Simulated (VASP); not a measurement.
# BN (F-43m) in VASP: further runs

The runs below take BN through electric field gradients, with LDA.

All numbers are computed with VASP 6.6.1; they aren't measurements. Logs are shortened: lines on timing, memory, paths and dates and some standing lists are left out, and cuts for length are marked.

## (1) The cell of the first run

It takes space group F-43m (No. 216, cubic). The conventional cell has a = 3.541 Å, b = 3.541 Å, c = 3.541 Å, α = 90.00°, β = 90.00°, γ = 90.00°. Within 2.0 Å of B (site symmetry -43m) lie 4 N at 1.53 Å. N (site symmetry -43m) has 4 B at 1.53 Å within 2.0 Å.

## (2) Electric field gradients, LDA (volume scaled by 0.94)

The input, INCAR:

```
SYSTEM = BN
PREC = Accurate
ENCUT = 520
EDIFF = 1E-8
ISMEAR = -1
SIGMA = 0.02
LREAL = .False.
LASPH = .True.
NELM = 80
ALGO = Normal
ISIF = 2
LWAVE = .False.
LCHARG = .False.
LEFG = .True.
NBANDS = 11
```

The input, KPOINTS:

```
Automatic mesh
0
Gamma
  11 11 11
  0 0 0
```

The input, POSCAR:

```
BN
1.0
    0.0000000000      1.7706018915      1.7706018915
    1.7706018915      0.0000000000      1.7706018915
    1.7706018915      1.7706018915      0.0000000000
B N
1 1
Direct
    0.0000000000      0.0000000000      0.0000000000
    0.7500000000      0.7500000000      0.7500000000
```

Potentials or basis: VASP PAW LDA potentials, release 64 (B, N).

Run with:

```console
cat potpaw_LDA.64/B/POTCAR potpaw_LDA.64/N/POTCAR > POTCAR
mpirun -np 1 vasp_std > vasp.out
```

OUTCAR:

```text
SYSTEM = BN
   PREC = Accurate
   ENCUT = 520
   EDIFF = 1E-8
   ISMEAR = -1
   LREAL = .False.
   LASPH = .True.
   NELM = 80
   ISIF = 2

 ion  position               nearest neighbor table
   1  0.000  0.000  0.000-   2 1.53   2 1.53   2 1.53   2 1.53
   2  0.750  0.750  0.750-   1 1.53   1 1.53   1 1.53   1 1.53

  LATTYP: Found a face centered cubic cell.
 ALAT       =     3.5412037830

  Lattice vectors:

 A1 = (   0.0000000000,   1.7706018915,   1.7706018915)
 A2 = (   1.7706018915,   0.0000000000,   1.7706018915)
 A3 = (   1.7706018915,   1.7706018915,   0.0000000000)

Analysis of symmetry for initial positions (statically):
=====================================================================
 Subroutine PRICEL returns:
 Original cell was already a primitive cell.

 Routine SETGRP: Setting up the symmetry group for a
 face centered cubic supercell.

 Subroutine GETGRP returns: Found 24 space group operations
 (whereof 24 operations were pure point group operations)
 out of a pool of 48 trial point group operations.

The static configuration has the point symmetry T_d .

Analysis of symmetry for dynamics (positions and initial velocities):
=====================================================================
 Subroutine PRICEL returns:
 Original cell was already a primitive cell.

 Routine SETGRP: Setting up the symmetry group for a
 face centered cubic supercell.

 Subroutine GETGRP returns: Found 24 space group operations
 (whereof 24 operations were pure point group operations)
 out of a pool of 48 trial point group operations.

The dynamic configuration has the point symmetry T_d .

 Subroutine INISYM returns: Found 24 space group operations
 (whereof 24 operations are pure point group operations),
 and found     1 'primitive' translations

----------------------------------------------------------------------------------------

                                     Primitive cell

  volume of cell :      11.1018

  direct lattice vectors                    reciprocal lattice vectors
     0.000000000  1.770601891  1.770601891    -0.282389849  0.282389849  0.282389849
     1.770601891  0.000000000  1.770601891     0.282389849 -0.282389849  0.282389849
     1.770601891  1.770601891  0.000000000     0.282389849  0.282389849 -0.282389849

  length of vectors
     2.504009209  2.504009209  2.504009209     0.489113565  0.489113565  0.489113565

  position of ions in fractional coordinates (direct lattice)
     0.000000000  0.000000000  0.000000000
     0.750000000  0.750000000  0.750000000

  ion indices of the primitive-cell ions
   primitive index   ion index
                 1           1
                 2           2

----------------------------------------------------------------------------------------

 KPOINTS: Automatic mesh

Automatic generation of k-mesh.
 Grid dimensions read from file:
 generate k-points for:   11   11   11

 Generating k-lattice:

  Cartesian coordinates                     Fractional coordinates (reciprocal lattice)
    -0.025671804  0.025671804  0.025671804     0.090909091  0.000000000  0.000000000
     0.025671804 -0.025671804  0.025671804     0.000000000  0.090909091  0.000000000
     0.025671804  0.025671804 -0.025671804     0.000000000  0.000000000  0.090909091

  Length of vectors
     0.044464870  0.044464870  0.044464870

  Shift w.r.t. Gamma in fractional coordinates (k-lattice)
     0.000000000  0.000000000  0.000000000

 Subroutine IBZKPT returns following result:
 ===========================================

 Found     56 irreducible k-points:

 Following reciprocal coordinates:
            Coordinates               Weight
  0.000000  0.000000  0.000000      1.000000
  0.090909  0.000000  0.000000      8.000000
  0.181818  0.000000  0.000000      8.000000
  0.272727  0.000000  0.000000      8.000000
  0.363636  0.000000  0.000000      8.000000
  0.454545  0.000000  0.000000      8.000000
[... 16 lines left out ...]
 -0.272727  0.181818  0.000000     24.000000
 -0.181818  0.181818  0.000000     12.000000
 [... further k-points ...]
   k-points           NKPTS =     56   k-points in BZ     NKDIM =     56   number of bands    NBANDS=     11
   number of dos      NEDOS =    301   number of ions     NIONS =      2
   total plane-waves  NPLWV =   8000
   dimension x,y,z NGX =    20 NGY =   20 NGZ =   20
   dimension x,y,z NGXF=    40 NGYF=   40 NGZF=   40
   ions per type =               1   1
   NGX,Y,Z   is equivalent  to a cutoff of  13.28, 13.28, 13.28 a.u.
   NGXF,Y,Z  is equivalent  to a cutoff of  26.56, 26.56, 26.56 a.u.
 SYSTEM =  BN
   PREC   = accura    normal or accurate (medium, high low for compatibility)
   ISTART =      0    job   : 0-new  1-cont  2-samecut
   ICHARG =      2    charge: 1-file 2-atom 10-const
   ISPIN  =      1    spin polarized calculation?
   LNONCOLLINEAR =      F non collinear calculations
   LSORBIT =      F    spin-orbit coupling
   LASPH  =      T    aspherical Exc in radial PAW
   ENCUT  =  520.0 eV  38.22 Ry    6.18 a.u.   4.66  4.66  4.66*2*pi/ulx,y,z
   NELM   =     80;   NELMIN=  2; NELMDL= -5     # of ELM steps
   EDIFF  = 0.1E-07   stopping-criterion for ELM
   LREAL  =      F    real-space projection
   EDIFFG = 0.1E-06   stopping-criterion for IOM
   NSW    =      0    number of steps for IOM
   IBRION =     -1    ionic relax: 0-MD 1-quasi-New 2-CG
   NFREE  =      0    steps in history (QN), initial steepest desc. (CG)
   ISIF   =      2    stress and relaxation
   ISYM   =      2    0-nonsym 1-usesym 2-fastsym
   POTIM  = 0.5000    time-step for ionic-motion
   TEBEG  =    0.0;   TEEND  =   0.0 temperature during run
   PSTRESS=    0.0 pullay stress
   NELECT =       8.0000    total number of electrons
   NUPDOWN=      -1.0000    fix difference up-down
   EMIN   =  10.00;   EMAX   =-10.00  energy-range for DOS
   EFERMI =   0.00;   METHOD = LEGACY
   ISMEAR =    -1;   SIGMA  =   0.02  broadening in eV -4-tet -1-fermi 0-gaus
   EFERMI_NEDOS =   21; number of points for ismear=-14 and -15
   IALGO  =     38    algorithm
   IMIX   =      4    mixing-type and parameters
     AMIX     =   0.40;   BMIX     =  1.00
     AMIX_MAG =   1.60;   BMIX_MAG =  1.00
  volume/ion in A,a.u.               =       5.55        37.46
  Fermi-wavevector in a.u.,A,eV,Ry     =   1.467711  2.773572 29.309341  2.154176
  Thomas-Fermi vector in A             =   2.583296
   LORBIT       =      0    0 simple, 1 ext, 2 COOP (PROOUT), +10 PAW based schemes
   GGA     = CA    functional components
   LHFCALC =     F    Hartree Fock is set to
   AEXX    =    0.0000 exact exchange contribution
   IVDW    =     0    specifies the selected vdW correction
   LEPSILON=     F    determine dielectric tensor
   LRPA    =     F    only Hartree local field effects (RPA)
 non-spin polarized calculation
  energy-cutoff  :      520.00
  volume of cell :       11.10
 maximum number of plane-waves:       307
   NGX =  9   NGY =  9   NGZ =  9

 number of electron       7.9999999 magnetization

 Free energy of the ion-electron system (eV)
  ---------------------------------------------------
  ext. energy  EPLUGINS =         0.00000000
  ---------------------------------------------------
  free energy    TOTEN  =       -19.39464266 eV

  energy without entropy =      -19.39464266  energy(sigma->0) =      -19.39464266

 E-fermi :   8.6877     XC(G=0): -13.4048

 val. band max:        8.1833228832   @ k =   0.0000   0.0000   0.0000
 cond. band min:      12.7091412881   @ k =   0.4545   0.4545   0.0000
 fundamental gap:      4.5258184048
 Fermi energy:         8.6876565668

 k-point     1 :       0.0000    0.0000    0.0000
  band No.  band energies     occupation
      1     -12.6044      2.00000
      2       8.1833      2.00000
      3       8.1833      2.00000
      4       8.1833      2.00000
      5      17.1583      0.00000
      6      17.1583      0.00000
      7      17.1583      0.00000
      8      19.6456      0.00000
      9      33.8585      0.00000
     10      36.7433      0.00000
     11      36.7433      0.00000

 k-point     2 :       0.0909    0.0000    0.0000
  band No.  band energies     occupation
      1     -12.3927      2.00000
      2       7.0755      2.00000
      3       7.9535      2.00000
      4       7.9535      2.00000
      5      17.5039      0.00000
      6      17.5039      0.00000
      7      17.5139      0.00000
      8      20.2283      0.00000
      9      33.3696      0.00000
     10      34.1005      0.00000
     11      34.1005      0.00000
[... 295 lines left out ...]
 k-point    24 :      -0.1818    0.1818    0.0000
  band No.  band energies     occupation
      1     -10.4215      2.00000
      2       2.4384      2.00000
      3       4.1938      2.00000
      4       7.0699      2.00000
      5      19.0377      0.00000
      6      19.2650      0.00000
      7      19.6767      0.00000
      8      22.4669      0.00000
      9      29.7928      0.00000
     10      30.9400      0.00000
     11      36.0946      0.00000

 [... further k-points ...]
[... 5 lines left out ...]
  --------------------------------------------------------------------------------------
  -------------------------------------------------------------------------------------
  Total        1.0594052      1.0594052      1.0594052      0.0000000      0.0000000     -0.0000000
  in kB      152.8902918    152.8902918    152.8902918      0.0000000      0.0000000     -0.0000000
  external PRESSURE =     152.8902918 kB  Pullay stress =       0.0000000 kB

 VOLUME and BASIS-vectors are now :
 -----------------------------------------------------------------------------
  energy-cutoff  :      520.00
  volume of cell :       11.10
      direct lattice vectors                 reciprocal lattice vectors
     0.000000000  1.770601891  1.770601891    -0.282389849  0.282389849  0.282389849
     1.770601891  0.000000000  1.770601891     0.282389849 -0.282389849  0.282389849
     1.770601891  1.770601891  0.000000000     0.282389849  0.282389849 -0.282389849

 POSITION                                       TOTAL-FORCE (eV/Angst)
 -----------------------------------------------------------------------------------
      0.00000      0.00000      0.00000         0.000000      0.000000      0.000000
      2.65590      2.65590      2.65590        -0.000000     -0.000000     -0.000000
 -----------------------------------------------------------------------------------
    total drift:                                0.000000      0.000000      0.000000

  FREE ENERGIE OF THE ION-ELECTRON SYSTEM (eV)
  ---------------------------------------------------
  free  energy   TOTEN  =       -19.3946426601 eV

  energy  without entropy=      -19.3946426601  energy(sigma->0) =      -19.39464266

 Electric field gradients (V/A^2)
---------------------------------------------------------------------
 ion       V_xx      V_yy      V_zz      V_xy      V_xz      V_yz
---------------------------------------------------------------------
   1      -0.000    -0.000     0.000     0.000     0.000     0.000
   2      -0.000    -0.000    -0.000    -0.000    -0.000    -0.000
---------------------------------------------------------------------

 Electric field gradients after diagonalization (V/A^2)
 (convention: |V_zz| > |V_xx| > |V_yy|)
----------------------------------------------------------------------
 ion       V_xx      V_yy      V_zz     asymmetry (V_yy - V_xx)/ V_zz
----------------------------------------------------------------------
   1      -0.000    -0.000     0.000       0.000
   2       0.000     0.000    -0.000       0.000
----------------------------------------------------------------------

           NMR quadrupolar parameters

 Cq : quadrupolar parameter    Cq=e*Q*V_zz/h
 eta: asymmetry parameters     (V_yy - V_xx)/ V_zz
 Q  : nuclear electric quadrupole moment in mb (millibarn)
----------------------------------------------------------------------
 ion       Cq(MHz)       eta       Q (mb)
----------------------------------------------------------------------
   1       0.000       0.000       1.000
   2      -0.000       0.000       1.000
----------------------------------------------------------------------
```

Wall time 7.6 s (1 thread of AMD EPYC 9R45 (Zen 5), shared host); peak memory 0.08 GiB.

Results:

```yaml
Free_energy: -19.3946 eV
Pressure: 15.3 GPa
Band_gap_on_the_k_mesh: 4.53 eV, indirect (least direct gap 8.97 eV)
```

Caveat: without QUAD_EFG the Cq values of the log hold for a quadrupole moment of 1 mb, not for the nuclei.

## (3) Electric field gradients, LDA (volume scaled by 0.94)

The input, INCAR:

```
PREC = Accurate
ENCUT = 520
EDIFF = 1E-8
ISMEAR = -1
SIGMA = 0.02
LREAL = F
LASPH = T
NELM = 60
ALGO = Normal
ISIF = 2
LWAVE = F
LCHARG = F
LEFG = T
NBANDS = 11
```

The input, KPOINTS:

```
regular mesh
0
Gamma
  11 11 11
```

POSCAR is that of step 2.

Potentials or basis: VASP PAW LDA potentials, release 64 (B, N).

Run with:

```console
cat potpaw_LDA.64/B/POTCAR potpaw_LDA.64/N/POTCAR > POTCAR
mpirun -np 1 vasp_std > vasp.out
```

OUTCAR:

```text
PREC = Accurate
   ENCUT = 520
   EDIFF = 1E-8
   ISMEAR = -1
   LREAL = F
   LASPH = T
   NELM = 60
   ISIF = 2

 ion  position               nearest neighbor table
   1  0.000  0.000  0.000-   2 1.53   2 1.53   2 1.53   2 1.53
   2  0.750  0.750  0.750-   1 1.53   1 1.53   1 1.53   1 1.53

  LATTYP: Found a face centered cubic cell.
 ALAT       =     3.5412037830

  Lattice vectors:

 A1 = (   0.0000000000,   1.7706018915,   1.7706018915)
 A2 = (   1.7706018915,   0.0000000000,   1.7706018915)
 A3 = (   1.7706018915,   1.7706018915,   0.0000000000)

Analysis of symmetry for initial positions (statically):
=====================================================================
 Subroutine PRICEL returns:
 Original cell was already a primitive cell.

 Routine SETGRP: Setting up the symmetry group for a
 face centered cubic supercell.

 Subroutine GETGRP returns: Found 24 space group operations
 (whereof 24 operations were pure point group operations)
[... 523 lines left out ...]
     0.000000000  1.770601891  1.770601891    -0.282389849  0.282389849  0.282389849
     1.770601891  0.000000000  1.770601891     0.282389849 -0.282389849  0.282389849
     1.770601891  1.770601891  0.000000000     0.282389849  0.282389849 -0.282389849

 POSITION                                       TOTAL-FORCE (eV/Angst)
 -----------------------------------------------------------------------------------
      0.00000      0.00000      0.00000         0.000000      0.000000      0.000000
      2.65590      2.65590      2.65590        -0.000000     -0.000000     -0.000000
 -----------------------------------------------------------------------------------
    total drift:                                0.000000      0.000000      0.000000

  FREE ENERGIE OF THE ION-ELECTRON SYSTEM (eV)
  ---------------------------------------------------
  free  energy   TOTEN  =       -19.3946426601 eV

  energy  without entropy=      -19.3946426601  energy(sigma->0) =      -19.39464266

 Electric field gradients (V/A^2)
---------------------------------------------------------------------
 ion       V_xx      V_yy      V_zz      V_xy      V_xz      V_yz
---------------------------------------------------------------------
   1      -0.000    -0.000     0.000     0.000     0.000     0.000
   2      -0.000    -0.000    -0.000    -0.000    -0.000    -0.000
---------------------------------------------------------------------

 Electric field gradients after diagonalization (V/A^2)
 (convention: |V_zz| > |V_xx| > |V_yy|)
----------------------------------------------------------------------
 ion       V_xx      V_yy      V_zz     asymmetry (V_yy - V_xx)/ V_zz
----------------------------------------------------------------------
   1      -0.000    -0.000     0.000       0.000
   2       0.000     0.000    -0.000       0.000
----------------------------------------------------------------------

           NMR quadrupolar parameters

 Cq : quadrupolar parameter    Cq=e*Q*V_zz/h
 eta: asymmetry parameters     (V_yy - V_xx)/ V_zz
 Q  : nuclear electric quadrupole moment in mb (millibarn)
----------------------------------------------------------------------
 ion       Cq(MHz)       eta       Q (mb)
----------------------------------------------------------------------
   1       0.000       0.000       1.000
   2      -0.000       0.000       1.000
----------------------------------------------------------------------
```

OSZICAR:

```text
N       E                     dE             d eps       ncg     rms          rms(c)
DAV:   1     0.701656476182E+01    0.70166E+01   -0.50531E+03  1296   0.726E+02
DAV:   2    -0.201947757723E+02   -0.27211E+02   -0.26431E+02  1517   0.152E+02
DAV:   3    -0.206447668786E+02   -0.44999E+00   -0.44903E+00  1415   0.157E+01
DAV:   4    -0.206451713305E+02   -0.40445E-03   -0.40445E-03  1363   0.600E-01
DAV:   5    -0.206451716533E+02   -0.32278E-06   -0.32270E-06  1403   0.161E-02    0.685E+00
DAV:   6    -0.195605613500E+02    0.10846E+01   -0.31916E+00  1238   0.104E+01    0.328E+00
DAV:   7    -0.194281027345E+02    0.13246E+00   -0.10987E-01  1421   0.264E+00    0.185E+00
DAV:   8    -0.193948073007E+02    0.33295E-01   -0.47804E-02  1388   0.150E+00    0.203E-01
DAV:   9    -0.193946576782E+02    0.14962E-03   -0.86868E-04  1328   0.266E-01    0.866E-02
DAV:  10    -0.193946422460E+02    0.15432E-04   -0.40384E-05  1418   0.598E-02    0.150E-02
DAV:  11    -0.193946426915E+02   -0.44550E-06   -0.10107E-06  1352   0.728E-03    0.623E-03
DAV:  12    -0.193946426592E+02    0.32394E-07   -0.30440E-07  1352   0.326E-03    0.165E-04
DAV:  13    -0.193946426601E+02   -0.93087E-09   -0.43967E-09   712   0.620E-04
   1 F= -.19394643E+02 E0= -.19394643E+02  d E =-.264375E-13
```

Wall time 7.2 s (1 thread of AMD EPYC 9R45 (Zen 5), shared host); peak memory 0.08 GiB.

Results:

```yaml
Free_energy: -19.3946 eV
Pressure: 15.3 GPa
Band_gap_on_the_k_mesh: 4.53 eV, indirect (least direct gap 8.97 eV)
```

Levels at points of the mesh, in eV from the valence-band top:
```tsv
k point	band 1	band 2	band 3	band 4	band 5	band 6	band 7	band 8
(0.00, 0.00, 0.00)	-20.79	0.00	0.00	0.00	8.98	8.98	8.98	11.46
```

Caveat: without QUAD_EFG the Cq values of the log hold for a quadrupole moment of 1 mb, not for the nuclei. A k mesh can miss the band edges.

(Continued in part 2 of 2.)
